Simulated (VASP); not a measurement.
# Be3S2 (R-3m) in VASP: notebook

Runs on Be3S2. Level: PBE. Tasks: single point, relaxation of cell and atoms.

Program: VASP 6.6.1. These are calculated values, not measurements. Logs are shortened: lines on timing, memory, paths and dates and some standing lists are left out, and cuts for length are marked.

### 1 The cell of the first run

It takes space group R-3m (No. 166, trigonal). The conventional cell has a = 3.203 Å, b = 3.203 Å, c = 21.001 Å, α = 90.00°, β = 90.00°, γ = 120.00°. Be (site symmetry -3m) has 6 S at 2.31 Å within 3.1 Å. Within 2.9 Å of Be (site symmetry 3m) lie 3 S at 2.20 Å and 3 Be at 2.61 Å. Within 2.9 Å of S (site symmetry 3m) lie 6 Be at 2.20 to 2.31 Å.

### 2 Single point, PBE

Contents of INCAR:

```
SYSTEM = Be3S2
PREC = Accurate ; ENCUT = 520
EDIFF = 1E-6 ; ISMEAR = 0
SIGMA = 0.1 ; LREAL = .False.
LASPH = .True. ; NELM = 60
ALGO = Normal ; ISIF = 2
LWAVE = .False. ; LCHARG = .False.
GGA = PE ; NBANDS = 17
```

Contents of KPOINTS:

```
Automatic mesh
0
Gamma
  6 6 6
  0 0 0
```

Contents of POSCAR:

```
Be3S2
1.0
    1.6012539961      0.9244844257      7.0002354620
   -1.6012539961      0.9244844257      7.0002354620
    0.0000000000     -1.8489688514      7.0002354620
Be S
3 2
Direct
    0.0000000000      0.0000000000      0.0000000000
    0.2106327089      0.2106327089      0.2106327089
    0.7893672911      0.7893672911      0.7893672911
    0.3992039575      0.3992039575      0.3992039575
    0.6007960425      0.6007960425      0.6007960425
```

Potentials or basis: VASP PAW PBE potentials, release 64 (Be, S).

Started as:

```sh
> cat potpaw_PBE.64/Be/POTCAR potpaw_PBE.64/S/POTCAR > POTCAR
> mpirun -np 1 vasp_std > vasp.out
```

OUTCAR:

```text
SYSTEM = Be3S2
   PREC = Accurate
   ENCUT = 520
   EDIFF = 1E-6
   ISMEAR = 0
   LREAL = .False.
   LASPH = .True.
   NELM = 60
   ISIF = 2
   GGA = PE

 ion  position               nearest neighbor table
   1  0.000  0.000  0.000-   5 2.31   5 2.31   4 2.31   4 2.31   5 2.31   4 2.31
   2  0.211  0.211  0.211-   5 2.20   5 2.20   5 2.20
   3  0.789  0.789  0.789-   4 2.20   4 2.20   4 2.20
   4  0.399  0.399  0.399-   3 2.20   3 2.20   3 2.20   1 2.31   1 2.31   1 2.31
   5  0.601  0.601  0.601-   2 2.20   2 2.20   2 2.20   1 2.31   1 2.31   1 2.31

  LATTYP: Found a trigonal (rhomboedric) cell.
 ALAT       =     7.2403026412
 COS(alpha) =     0.9021778939

  Lattice vectors:

 A1 = (   1.6012539961,   0.9244844257,   7.0002354620)
 A2 = (  -1.6012539961,   0.9244844257,   7.0002354620)
 A3 = (   0.0000000000,  -1.8489688514,   7.0002354620)

Analysis of symmetry for initial positions (statically):
=====================================================================
 Subroutine PRICEL returns:
 Original cell was already a primitive cell.

 Routine SETGRP: Setting up the symmetry group for a
 trigonal (rhombohedral) supercell.

 Subroutine GETGRP returns: Found 12 space group operations
 (whereof 12 operations were pure point group operations)
 out of a pool of 12 trial point group operations.

The static configuration has the point symmetry D_3d.

Analysis of symmetry for dynamics (positions and initial velocities):
=====================================================================
 Subroutine PRICEL returns:
 Original cell was already a primitive cell.

 Routine SETGRP: Setting up the symmetry group for a
 trigonal (rhombohedral) supercell.

 Subroutine GETGRP returns: Found 12 space group operations
 (whereof 12 operations were pure point group operations)
 out of a pool of 12 trial point group operations.

The dynamic configuration has the point symmetry D_3d.

 Subroutine INISYM returns: Found 12 space group operations
 (whereof 12 operations are pure point group operations),
 and found     1 'primitive' translations

----------------------------------------------------------------------------------------

                                     Primitive cell

  volume of cell :      62.1761

  direct lattice vectors                    reciprocal lattice vectors
     1.601253996  0.924484426  7.000235462     0.312255271  0.180280665  0.047617446
    -1.601253996  0.924484426  7.000235462    -0.312255271  0.180280665  0.047617446
     0.000000000 -1.848968851  7.000235462     0.000000000 -0.360561329  0.047617446

  length of vectors
     7.240302641  7.240302641  7.240302641     0.363692031  0.363692031  0.363692031

  position of ions in fractional coordinates (direct lattice)
     0.000000000  0.000000000  0.000000000
     0.210632709  0.210632709  0.210632709
     0.789367291  0.789367291  0.789367291
     0.399203957  0.399203957  0.399203957
     0.600796043  0.600796043  0.600796043

  ion indices of the primitive-cell ions
   primitive index   ion index
                 1           1
                 2           2
                 3           3
                 4           4
                 5           5

----------------------------------------------------------------------------------------

 KPOINTS: Automatic mesh

Automatic generation of k-mesh.
 Grid dimensions read from file:
 generate k-points for:    6    6    6

 Generating k-lattice:

  Cartesian coordinates                     Fractional coordinates (reciprocal lattice)
     0.052042545  0.030046777  0.007936241     0.166666667 -0.000000000 -0.000000000
    -0.052042545  0.030046777  0.007936241    -0.000000000  0.166666667 -0.000000000
     0.000000000 -0.060093555  0.007936241    -0.000000000 -0.000000000  0.166666667

  Length of vectors
     0.060615338  0.060615338  0.060615338

  Shift w.r.t. Gamma in fractional coordinates (k-lattice)
     0.000000000  0.000000000  0.000000000

 Subroutine IBZKPT returns following result:
 ===========================================

 Found     32 irreducible k-points:

 Following reciprocal coordinates:
            Coordinates               Weight
  0.000000  0.000000  0.000000      1.000000
  0.166667  0.000000  0.000000      6.000000
  0.333333 -0.000000  0.000000      6.000000
  0.500000 -0.000000  0.000000      3.000000
  0.166667  0.166667  0.000000      6.000000
  0.333333  0.166667  0.000000     12.000000
[... 16 lines left out ...]
  0.500000  0.500000  0.166667      6.000000
 -0.333333  0.500000  0.166667     12.000000
 [... further k-points ...]
   k-points           NKPTS =     32   k-points in BZ     NKDIM =     32   number of bands    NBANDS=     17
   number of dos      NEDOS =    301   number of ions     NIONS =      5
   total plane-waves  NPLWV = 157464
   dimension x,y,z NGX =    54 NGY =   54 NGZ =   54
   dimension x,y,z NGXF=   108 NGYF=  108 NGZF=  108
   ions per type =               3   2
   NGX,Y,Z   is equivalent  to a cutoff of  12.40, 12.40, 12.40 a.u.
   NGXF,Y,Z  is equivalent  to a cutoff of  24.80, 24.80, 24.80 a.u.
 SYSTEM =  Be3S2
   PREC   = accura    normal or accurate (medium, high low for compatibility)
   ISTART =      0    job   : 0-new  1-cont  2-samecut
   ICHARG =      2    charge: 1-file 2-atom 10-const
   ISPIN  =      1    spin polarized calculation?
   LNONCOLLINEAR =      F non collinear calculations
   LSORBIT =      F    spin-orbit coupling
   LASPH  =      T    aspherical Exc in radial PAW
   ENCUT  =  520.0 eV  38.22 Ry    6.18 a.u.  13.46 13.46 13.46*2*pi/ulx,y,z
   NELM   =     60;   NELMIN=  2; NELMDL= -5     # of ELM steps
   EDIFF  = 0.1E-05   stopping-criterion for ELM
   LREAL  =      F    real-space projection
[... 7 lines left out ...]
   TEBEG  =    0.0;   TEEND  =   0.0 temperature during run
   PSTRESS=    0.0 pullay stress
   NELECT =      18.0000    total number of electrons
   NUPDOWN=      -1.0000    fix difference up-down
   EMIN   =  10.00;   EMAX   =-10.00  energy-range for DOS
   EFERMI =   0.00;   METHOD = LEGACY
   ISMEAR =     0;   SIGMA  =   0.10  broadening in eV -4-tet -1-fermi 0-gaus
   EFERMI_NEDOS =   21; number of points for ismear=-14 and -15
   IALGO  =     38    algorithm
   IMIX   =      4    mixing-type and parameters
     AMIX     =   0.40;   BMIX     =  1.00
     AMIX_MAG =   1.60;   BMIX_MAG =  1.00
  volume/ion in A,a.u.               =      12.44        83.92
  Fermi-wavevector in a.u.,A,eV,Ry     =   1.082990  2.046554 15.957827  1.172867
  Thomas-Fermi vector in A             =   2.219045
   LORBIT       =      0    0 simple, 1 ext, 2 COOP (PROOUT), +10 PAW based schemes
   GGA     = PE    functional components
   LHFCALC =     F    Hartree Fock is set to
   AEXX    =    0.0000 exact exchange contribution
   IVDW    =     0    specifies the selected vdW correction
   LEPSILON=     F    determine dielectric tensor
   LRPA    =     F    only Hartree local field effects (RPA)
 non-spin polarized calculation
 Gauss-broadening in eV      SIGMA  =   0.10
  energy-cutoff  :      520.00
  volume of cell :       62.18
 maximum number of plane-waves:      1692
 NGX is ok and might be reduce to    54
   NGX = 27   NGY = 27   NGZ = 27

 number of electron      18.0000000 magnetization

 Free energy of the ion-electron system (eV)
  ---------------------------------------------------
  ext. energy  EPLUGINS =         0.00000000
  ---------------------------------------------------
  free energy    TOTEN  =       -20.28314827 eV

  energy without entropy =      -20.28295780  energy(sigma->0) =      -20.28305303

 E-fermi :   6.6871     XC(G=0): -10.2957

 val. band max:        6.5168513619   @ k =   0.5000   0.5000   0.3333
 cond. band min:       6.8591735238   @ k =  -0.1667   0.5000   0.1667
 fundamental gap:      0.3423221620
 Fermi energy:         6.6870906256

 k-point     1 :       0.0000    0.0000    0.0000
  band No.  band energies     occupation
      1      -9.3877      2.00000
      2      -8.3072      2.00000
      3      -1.5633      2.00000
      4       2.7470      2.00000
      5       4.4232      2.00000
      6       5.2595      2.00000
[... 9 lines left out ...]
     16      15.2025      0.00000
     17      15.5471      0.00000

 k-point     2 :       0.1667    0.0000    0.0000
  band No.  band energies     occupation
      1      -9.0091      2.00000
      2      -7.9604      2.00000
      3      -1.1714      2.00000
      4       2.5719      2.00000
      5       3.1835      2.00000
      6       3.5121      2.00000
[... 9 lines left out ...]
     16      13.6721      0.00000
     17      13.9185      0.00000

 k-point     3 :       0.3333   -0.0000    0.0000
  band No.  band energies     occupation
      1      -7.9999      2.00000
      2      -7.1066      2.00000
      3      -0.3423      2.00000
      4      -0.1273      2.00000
      5       0.8584      2.00000
      6       3.2705      2.00000
[... 9 lines left out ...]
     16      14.0026      0.00000
     17      15.3703      0.00000

 k-point     4 :       0.5000   -0.0000    0.0000
  band No.  band energies     occupation
      1      -7.1728      2.00000
      2      -6.6089      2.00000
      3      -1.4765      2.00000
      4      -1.1068      2.00000
      5       1.2576      2.00000
      6       2.9014      2.00000
[... 9 lines left out ...]
     16      12.2755      0.00000
     17      14.8822      0.00000
[... 343 lines left out ...]
      1      -7.2329      2.00000
      2      -6.6239      2.00000
      3      -0.8079      2.00000
      4      -0.5358      2.00000
      5       0.8962      2.00000
      6       1.6778      2.00000
[... 9 lines left out ...]
     16      14.3416      0.00000
     17      14.4290      0.00000

 k-point    23 :       0.5000    0.5000    0.1667
  band No.  band energies     occupation
      1      -7.9399      2.00000
      2      -7.2013      2.00000
      3      -0.2111      2.00000
      4       0.1813      2.00000
      5       1.0286      2.00000
      6       2.0640      2.00000
[... 9 lines left out ...]
     16      13.7197      0.00000
     17      15.8469      0.00000

 k-point    24 :      -0.3333    0.5000    0.1667
  band No.  band energies     occupation
      1      -7.1739      2.00000
      2      -6.7029      2.00000
      3      -0.8863      2.00000
      4      -0.4660      2.00000
      5       1.2973      2.00000
      6       1.7955      2.00000
[... 9 lines left out ...]
     16      13.1069      0.00000
     17      14.3625      0.00000

 [... further k-points ...]

------------------------ aborting loop because EDIFF is reached ----------------------------------------

  FORCE on cell =-STRESS in cart. coord.  units (eV):
  Direction    XX          YY          ZZ          XY          YZ          ZX
  --------------------------------------------------------------------------------------
  -------------------------------------------------------------------------------------
  Total       -0.0143459     -0.0143459      0.0016881      0.0000000      0.0000000      0.0000000
  in kB       -0.3696705     -0.3696705      0.0434985      0.0000000      0.0000000      0.0000000
  external PRESSURE =      -0.2319475 kB  Pullay stress =       0.0000000 kB

 VOLUME and BASIS-vectors are now :
 -----------------------------------------------------------------------------
  energy-cutoff  :      520.00
  volume of cell :       62.18
      direct lattice vectors                 reciprocal lattice vectors
     1.601253996  0.924484426  7.000235462     0.312255271  0.180280665  0.047617446
    -1.601253996  0.924484426  7.000235462    -0.312255271  0.180280665  0.047617446
     0.000000000 -1.848968851  7.000235462     0.000000000 -0.360561329  0.047617446

 POSITION                                       TOTAL-FORCE (eV/Angst)
 -----------------------------------------------------------------------------------
      0.00000      0.00000      0.00000         0.000000     -0.000000      0.000000
      0.00000      0.00000      4.42344         0.000000     -0.000000     -0.011613
      0.00000      0.00000     16.57727         0.000000     -0.000000      0.011613
      0.00000      0.00000      8.38357         0.000000     -0.000000     -0.010634
      0.00000      0.00000     12.61714         0.000000      0.000000      0.010634
 -----------------------------------------------------------------------------------
    total drift:                               -0.000000      0.000000      0.000000

  FREE ENERGIE OF THE ION-ELECTRON SYSTEM (eV)
  ---------------------------------------------------
  free  energy   TOTEN  =       -20.2831482662 eV

  energy  without entropy=      -20.2829577994  energy(sigma->0) =      -20.28305303
```

It took 97 s on 1 thread of Intel Xeon Platinum 8488C (Sapphire Rapids), shared host; peak memory 0.38 GiB.

Results:

| Quantity | Value |
| --- | --- |
| Free energy | -20.2831 eV |
| Pressure | 0.0 GPa |
| Largest force | 0.012 eV/Å |
| Band gap on the k mesh | 0.34 eV, indirect (least direct gap 0.80 eV) |

Forces in eV/Å, atoms in the order of the input:
```
Be   0.000  0.000  0.000
Be   0.000  0.000 -0.012
Be   0.000  0.000  0.012
S    0.000  0.000 -0.011
S    0.000  0.000  0.011
```

### 3 Single point, PBE

This run uses another cell than the first one, of 13.15 Å³/atom, 1.058 times its volume.

Contents of INCAR:

```
SYSTEM = Be3S2
PREC = Accurate
ENCUT = 520
EDIFF = 1E-6
ISMEAR = 0
SIGMA = 0.1
LREAL = .False.
LASPH = .True.
NELM = 60
ALGO = Normal
ISIF = 2
LWAVE = .False.
LCHARG = .False.
GGA = PE
NBANDS = 17
```

Contents of KPOINTS:

```
regular mesh
0
Gamma
  6 6 6
  0 0 0
```

Contents of POSCAR:

```
Be3S2
1.0
    1.5998890915      0.9236963976      7.4162974919
   -1.5998890915      0.9236963976      7.4162974919
    0.0000000000     -1.8473927953      7.4162974919
Be S
3 2
Direct
    0.0000000000      0.0000000000      0.0000000000
    0.2095000000      0.2095000000      0.2095000000
    0.7905000000      0.7905000000      0.7905000000
    0.4000000000      0.4000000000      0.4000000000
    0.6000000000      0.6000000000      0.6000000000
```

Potentials or basis: VASP PAW PBE potentials, release 64 (Be, S).

Started as:

```sh
> cat potpaw_PBE.64/Be/POTCAR potpaw_PBE.64/S/POTCAR > POTCAR
> mpirun -np 1 vasp_std > vasp.out
```

Wall time 2 min (1 thread of Intel Xeon Platinum 8488C (Sapphire Rapids), shared host); peak memory 0.45 GiB.

It converged, with:

```
Free energy            : -20.1275 eV
Pressure               : -4.8 GPa
Largest force          : 0.426 eV/Å
Band gap on the k mesh : 0.52 eV, indirect (least direct gap 0.68 eV)
```

Forces on the atoms (eV/Å):
```
Be   0.000  0.000  0.000
Be   0.000  0.000  0.426
Be   0.000  0.000 -0.426
S    0.000  0.000 -0.226
S    0.000  0.000  0.226
```

Stress tensor (GPa, compression positive):
```
 -1.20   0.00   0.00
  0.00  -1.20   0.00
  0.00   0.00 -11.95
```

Levels at points of the mesh, in eV from the valence-band top:
| k point | band 5 | band 6 | band 7 | band 8 | band 9 | band 10 | band 11 | band 12 | band 13 | band 14 |
| --- | --- | --- | --- | --- | --- | --- | --- | --- | --- | --- |
| (0.00, 0.00, 0.00) | -2.29 | -0.52 | -0.52 | -0.51 | -0.51 | 4.83 | 4.83 | 4.92 | 5.63 | 5.96 |
| (0.50, 0.00, 0.00) | -4.81 | -3.30 | -2.67 | -1.96 | -0.66 | 0.99 | 2.12 | 2.66 | 4.79 | 5.35 |
| (0.50, 0.50, 0.00) | -4.32 | -3.94 | -2.77 | -1.79 | -0.77 | 1.07 | 2.80 | 3.11 | 3.75 | 4.21 |
| (0.50, 0.50, 0.50) | -0.56 | -0.56 | -0.47 | -0.47 | -0.41 | 4.55 | 4.60 | 4.60 | 4.93 | 6.52 |

A k mesh can miss the band edges.

(Part 1 of 2 ends here.)
